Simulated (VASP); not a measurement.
# Na (Fd-3m) in VASP: further runs

Runs on Na. Level: revPBE. Tasks: single point.

Program: VASP 6.6.1. These are calculated values, not measurements. Logs are shortened: lines on timing, memory, paths and dates and some standing lists are left out, and cuts for length are marked.

### Step 1. The cell of the first run

Symmetry: Fd-3m, No. 227, cubic system. The conventional cell has a = 7.428 Å, b = 7.428 Å, c = 7.428 Å, α = 90.00°, β = 90.00°, γ = 90.00°. Na (site symmetry -43m) has 4 Na at 3.22 Å within 4.2 Å.

This isn't the form of Na at room conditions, which is bcc.

### Step 2. Single point, revPBE (51.23 Å³/atom)

INCAR

```
SYSTEM = Na
PREC = Accurate
ENCUT = 520
EDIFF = 1E-7
ISMEAR = -1
SIGMA = 0.1
LREAL = .False.
LASPH = .True.
NELM = 80
ALGO = Normal
ISIF = 2
LWAVE = .False.
LCHARG = .False.
GGA = RE
NBANDS = 14
```

KPOINTS

```
regular mesh
0
Gamma
  8 8 8
  0 0 0
```

POSCAR

```
Na
1.0
    0.0000000000      3.7139779151      3.7139779151
    3.7139779151      0.0000000000      3.7139779151
    3.7139779151      3.7139779151      0.0000000000
Na
2
Direct
    0.1250000000      0.1250000000      0.1250000000
    0.8750000000      0.8750000000      0.8750000000
```

Potentials or basis: VASP PAW PBE potentials, release 64 (Na_pv).

Command:

```console
$ cat potpaw_PBE.64/Na_pv/POTCAR > POTCAR
$ mpirun -np 1 vasp_std > vasp.out
```

OUTCAR:

```text
SYSTEM = Na
   PREC = Accurate
   ENCUT = 520
   EDIFF = 1E-7
   ISMEAR = -1
   LREAL = .False.
   LASPH = .True.
   NELM = 80
   ISIF = 2
   GGA = RE

 ion  position               nearest neighbor table
   1  0.125  0.125  0.125-
   2  0.875  0.875  0.875-

  LATTYP: Found a face centered cubic cell.
 ALAT       =     7.4279558302

  Lattice vectors:

 A1 = (   0.0000000000,   3.7139779151,   3.7139779151)
 A2 = (   3.7139779151,   0.0000000000,   3.7139779151)
 A3 = (   3.7139779151,   3.7139779151,   0.0000000000)

Analysis of symmetry for initial positions (statically):
=====================================================================
 Subroutine PRICEL returns:
 Original cell was already a primitive cell.

 Routine SETGRP: Setting up the symmetry group for a
 face centered cubic supercell.

 Subroutine GETGRP returns: Found 48 space group operations
 (whereof 12 operations were pure point group operations)
 out of a pool of 48 trial point group operations.

The static configuration has the point symmetry D_3d.
 The point group associated with its full space group is O_h .

Analysis of symmetry for dynamics (positions and initial velocities):
=====================================================================
 Subroutine PRICEL returns:
 Original cell was already a primitive cell.

 Routine SETGRP: Setting up the symmetry group for a
 face centered cubic supercell.

 Subroutine GETGRP returns: Found 48 space group operations
 (whereof 12 operations were pure point group operations)
 out of a pool of 48 trial point group operations.

The dynamic configuration has the point symmetry D_3d.
 The point group associated with its full space group is O_h .

 Subroutine INISYM returns: Found 48 space group operations
 (whereof 12 operations are pure point group operations),
 and found     1 'primitive' translations

----------------------------------------------------------------------------------------

                                     Primitive cell

  volume of cell :     102.4585

  direct lattice vectors                    reciprocal lattice vectors
     0.000000000  3.713977915  3.713977915    -0.134626541  0.134626541  0.134626541
     3.713977915  0.000000000  3.713977915     0.134626541 -0.134626541  0.134626541
     3.713977915  3.713977915  0.000000000     0.134626541  0.134626541 -0.134626541

  length of vectors
     5.252357938  5.252357938  5.252357938     0.233180009  0.233180009  0.233180009

  position of ions in fractional coordinates (direct lattice)
     0.125000000  0.125000000  0.125000000
     0.875000000  0.875000000  0.875000000

  ion indices of the primitive-cell ions
   primitive index   ion index
                 1           1
                 2           2

----------------------------------------------------------------------------------------

 KPOINTS: regular mesh

Automatic generation of k-mesh.
 Grid dimensions read from file:
 generate k-points for:    8    8    8

 Generating k-lattice:

  Cartesian coordinates                     Fractional coordinates (reciprocal lattice)
    -0.016828318  0.016828318  0.016828318     0.125000000  0.000000000  0.000000000
     0.016828318 -0.016828318  0.016828318     0.000000000  0.125000000  0.000000000
     0.016828318  0.016828318 -0.016828318     0.000000000  0.000000000  0.125000000

  Length of vectors
     0.029147501  0.029147501  0.029147501

  Shift w.r.t. Gamma in fractional coordinates (k-lattice)
     0.000000000  0.000000000  0.000000000

 Subroutine IBZKPT returns following result:
 ===========================================

 Found     29 irreducible k-points:

 Following reciprocal coordinates:
            Coordinates               Weight
  0.000000  0.000000  0.000000      1.000000
  0.125000  0.000000  0.000000      8.000000
  0.250000  0.000000  0.000000      8.000000
  0.375000  0.000000  0.000000      8.000000
  0.500000  0.000000  0.000000      4.000000
  0.125000  0.125000  0.000000      6.000000
[... 16 lines left out ...]
  0.500000  0.250000  0.125000     48.000000
 -0.375000  0.250000  0.125000     24.000000
 [... further k-points ...]
   k-points           NKPTS =     29   k-points in BZ     NKDIM =     29   number of bands    NBANDS=     14
   number of dos      NEDOS =    301   number of ions     NIONS =      2
   total plane-waves  NPLWV =  64000
   dimension x,y,z NGX =    40 NGY =   40 NGZ =   40
   dimension x,y,z NGXF=    80 NGYF=   80 NGZF=   80
   ions per type =               2
   NGX,Y,Z   is equivalent  to a cutoff of  12.66, 12.66, 12.66 a.u.
   NGXF,Y,Z  is equivalent  to a cutoff of  25.32, 25.32, 25.32 a.u.
 SYSTEM =  Na
   PREC   = accura    normal or accurate (medium, high low for compatibility)
   ISTART =      0    job   : 0-new  1-cont  2-samecut
   ICHARG =      2    charge: 1-file 2-atom 10-const
   ISPIN  =      1    spin polarized calculation?
   LNONCOLLINEAR =      F non collinear calculations
   LSORBIT =      F    spin-orbit coupling
   LASPH  =      T    aspherical Exc in radial PAW
   ENCUT  =  520.0 eV  38.22 Ry    6.18 a.u.   9.77  9.77  9.77*2*pi/ulx,y,z
   NELM   =     80;   NELMIN=  2; NELMDL= -5     # of ELM steps
   EDIFF  = 0.1E-06   stopping-criterion for ELM
   LREAL  =      F    real-space projection
   EDIFFG = 0.1E-05   stopping-criterion for IOM
   NSW    =      0    number of steps for IOM
   IBRION =     -1    ionic relax: 0-MD 1-quasi-New 2-CG
   NFREE  =      0    steps in history (QN), initial steepest desc. (CG)
   ISIF   =      2    stress and relaxation
   ISYM   =      2    0-nonsym 1-usesym 2-fastsym
   POTIM  = 0.5000    time-step for ionic-motion
   TEBEG  =    0.0;   TEEND  =   0.0 temperature during run
   PSTRESS=    0.0 pullay stress
   NELECT =      14.0000    total number of electrons
   NUPDOWN=      -1.0000    fix difference up-down
   EMIN   =  10.00;   EMAX   =-10.00  energy-range for DOS
   EFERMI =   0.00;   METHOD = LEGACY
   ISMEAR =    -1;   SIGMA  =   0.10  broadening in eV -4-tet -1-fermi 0-gaus
   EFERMI_NEDOS =   21; number of points for ismear=-14 and -15
   IALGO  =     38    algorithm
   IMIX   =      4    mixing-type and parameters
     AMIX     =   0.40;   BMIX     =  1.00
     AMIX_MAG =   1.60;   BMIX_MAG =  1.00
  volume/ion in A,a.u.               =      51.23       345.71
  Fermi-wavevector in a.u.,A,eV,Ry     =   0.843208  1.593433  9.673745  0.711000
  Thomas-Fermi vector in A             =   1.958039
   LORBIT       =      0    0 simple, 1 ext, 2 COOP (PROOUT), +10 PAW based schemes
   GGA     = RE    functional components
   LHFCALC =     F    Hartree Fock is set to
   AEXX    =    0.0000 exact exchange contribution
   IVDW    =     0    specifies the selected vdW correction
   LEPSILON=     F    determine dielectric tensor
   LRPA    =     F    only Hartree local field effects (RPA)
 non-spin polarized calculation
  energy-cutoff  :      520.00
  volume of cell :      102.46
 maximum number of plane-waves:      2786
   NGX = 19   NGY = 19   NGZ = 19

 number of electron      14.0000018 magnetization

 Free energy of the ion-electron system (eV)
  ---------------------------------------------------
  ext. energy  EPLUGINS =         0.00000000
  ---------------------------------------------------
  free energy    TOTEN  =        -1.74557498 eV

  energy without entropy =       -1.71104977  energy(sigma->0) =       -1.72831237

 E-fermi :  -0.3964     XC(G=0):  -5.5509

 val. band max:       -0.4333651457   @ k =  -0.3750   0.2500   0.1250
 cond. band min:      -0.3181418942   @ k =   0.5000   0.5000   0.0000
 fundamental gap:      0.1152232515
 Fermi energy:        -0.3964478852

 k-point     1 :       0.0000    0.0000    0.0000
  band No.  band energies     occupation
      1     -25.8534      2.00000
      2     -25.8534      2.00000
      3     -25.8534      2.00000
      4     -25.8136      2.00000
      5     -25.8136      2.00000
      6     -25.8136      2.00000
      7      -3.0329      2.00000
      8       4.4060      0.00000
      9       4.4060      0.00000
     10       4.4060      0.00000
     11       4.6883      0.00000
     12       4.6883      0.00000
     13       4.6883      0.00000
     14       6.4898      0.00000

 k-point     2 :       0.1250    0.0000    0.0000
  band No.  band energies     occupation
      1     -25.8541      2.00000
      2     -25.8541      2.00000
      3     -25.8532      2.00000
      4     -25.8139      2.00000
      5     -25.8129      2.00000
      6     -25.8129      2.00000
      7      -2.9031      2.00000
      8       3.0504      0.00000
      9       4.0263      0.00000
     10       4.0263      0.00000
     11       5.0427      0.00000
     12       5.2255      0.00000
     13       5.2255      0.00000
     14       6.1886      0.00000

 k-point     3 :       0.2500    0.0000    0.0000
  band No.  band energies     occupation
      1     -25.8556      2.00000
      2     -25.8556      2.00000
      3     -25.8528      2.00000
      4     -25.8147      2.00000
      5     -25.8115      2.00000
      6     -25.8114      2.00000
      7      -2.5159      2.00000
      8       1.5268      0.00000
      9       3.7438      0.00000
     10       3.7438      0.00000
     11       4.9153      0.00000
     12       5.1066      0.00000
     13       5.1066      0.00000
     14       6.2941      0.00000
[... 324 lines left out ...]
 k-point    23 :       0.5000    0.2500    0.1250
  band No.  band energies     occupation
      1     -25.8608      2.00000
      2     -25.8586      2.00000
      3     -25.8459      2.00000
      4     -25.8218      2.00000
      5     -25.8086      2.00000
      6     -25.8067      2.00000
      7      -1.5409      1.99998
      8       0.5094      0.00023
      9       1.7812      0.00000
     10       2.4754      0.00000
     11       4.4458      0.00000
     12       5.1120      0.00000
     13       5.7535      0.00000
     14       7.0282      0.00000

 k-point    24 :      -0.3750    0.2500    0.1250
  band No.  band energies     occupation
      1     -25.8615      2.00000
      2     -25.8592      2.00000
      3     -25.8447      2.00000
      4     -25.8230      2.00000
      5     -25.8080      2.00000
      6     -25.8061      2.00000
      7      -0.8330      1.97489
      8      -0.4334      1.18252
      9       1.8689      0.00000
     10       2.1523      0.00000
     11       4.5150      0.00000
     12       4.8400      0.00000
     13       6.7373      0.00000
     14       7.2948      0.00000

 [... further k-points ...]

------------------------ aborting loop because EDIFF is reached ----------------------------------------

  FORCE on cell =-STRESS in cart. coord.  units (eV):
  Direction    XX          YY          ZZ          XY          YZ          ZX
  --------------------------------------------------------------------------------------
  -------------------------------------------------------------------------------------
  Total        0.2616954      0.2616954      0.2616954      0.0000000     -0.0000000     -0.0000000
  in kB        4.0922172      4.0922172      4.0922172      0.0000000     -0.0000000     -0.0000000
  external PRESSURE =       4.0922172 kB  Pullay stress =       0.0000000 kB

 VOLUME and BASIS-vectors are now :
 -----------------------------------------------------------------------------
  energy-cutoff  :      520.00
  volume of cell :      102.46
      direct lattice vectors                 reciprocal lattice vectors
     0.000000000  3.713977915  3.713977915    -0.134626541  0.134626541  0.134626541
     3.713977915  0.000000000  3.713977915     0.134626541 -0.134626541  0.134626541
     3.713977915  3.713977915  0.000000000     0.134626541  0.134626541 -0.134626541

 POSITION                                       TOTAL-FORCE (eV/Angst)
 -----------------------------------------------------------------------------------
      0.92849      0.92849      0.92849        -0.000000      0.000000      0.000000
      6.49946      6.49946      6.49946         0.000000     -0.000000     -0.000000
 -----------------------------------------------------------------------------------
    total drift:                                0.000000      0.000000     -0.000000

  FREE ENERGIE OF THE ION-ELECTRON SYSTEM (eV)
  ---------------------------------------------------
  free  energy   TOTEN  =        -1.7455749806 eV

  energy  without entropy=       -1.7110497661  energy(sigma->0) =       -1.72831237
```

Wall time 28 s (1 thread of Intel Xeon Platinum 8259CL at 2.50GHz (Skylake/Cascade Lake), shared host); peak memory 0.23 GiB.

Results:

- Free energy: -1.7456 eV
- Pressure: 0.4 GPa
- Band gap on the k mesh: zero (bands 7 and 8 overlap by 0.89 eV)

Levels at points of the mesh, in eV from the Fermi level:
| k point | band 3 | band 4 | band 5 | band 6 | band 7 | band 8 | band 9 | band 10 | band 11 | band 12 |
| --- | --- | --- | --- | --- | --- | --- | --- | --- | --- | --- |
| (0.00, 0.00, 0.00) | -25.46 | -25.42 | -25.42 | -25.42 | -2.64 | 4.80 | 4.80 | 4.80 | 5.08 | 5.08 |
| (0.50, 0.00, 0.00) | -25.46 | -25.42 | -25.41 | -25.41 | -0.78 | -0.36 | 4.06 | 4.06 | 4.71 | 4.71 |
| (0.50, 0.50, 0.00) | -25.44 | -25.44 | -25.41 | -25.41 | 0.08 | 0.08 | 2.49 | 2.49 | 3.12 | 3.12 |

Caveat: the PAW data sets were made with another functional, which shifts forces and pressure a little.

### Step 3. Single point, revPBE (53.56 Å³/atom)

This run uses another cell than the first one, of 53.56 Å³/atom.

INCAR

```
SYSTEM = Na
ALGO = Normal
EDIFF = 1E-7
ENCUT = 520
GGA = RE
ISIF = 2
ISMEAR = -1
LASPH = .True.
LCHARG = .False.
LREAL = .False.
LWAVE = .False.
NBANDS = 14
NELM = 60
PREC = Accurate
SIGMA = 0.1
```

KPOINTS

```
k-points
0
Gamma
  8 8 8
  0 0 0
```

POSCAR

```
Na
1.0
    0.0000000000      3.7694185949      3.7694185949
    3.7694185949      0.0000000000      3.7694185949
    3.7694185949      3.7694185949      0.0000000000
Na
2
Direct
    0.1250000000      0.1250000000      0.1250000000
    0.8750000000      0.8750000000      0.8750000000
```

Potentials or basis: VASP PAW PBE potentials, release 64 (Na_pv).

Command:

```console
$ cat potpaw_PBE.64/Na_pv/POTCAR > POTCAR
$ mpirun -np 1 vasp_std > vasp.out
```

Run time: 23 s. Hardware: 1 thread of Intel Xeon Platinum 8259CL at 2.50GHz (Skylake/Cascade Lake), shared host; peak memory 0.23 GiB.

The run converged. Its results:

* Free energy: -1.7553 eV
* Pressure: 0.2 GPa
* Band gap on the k mesh: zero (bands 7 and 8 overlap by 0.81 eV)

Levels at points of the mesh, in eV from the Fermi level:
```tsv
k point	band 5	band 6	band 7	band 8	band 9	band 10
(0.00, 0.00, 0.00)	-25.42	-25.42	-2.56	4.66	4.66	4.66
(0.50, 0.00, 0.00)	-25.42	-25.42	-0.78	-0.33	3.93	3.93
(0.50, 0.50, 0.00)	-25.42	-25.42	0.07	0.07	2.42	2.42
```

Caveat: the PAW data sets were made with another functional, which shifts forces and pressure a little.

The gap in the log of VASP goes by the Fermi energy; the results here count the filled bands.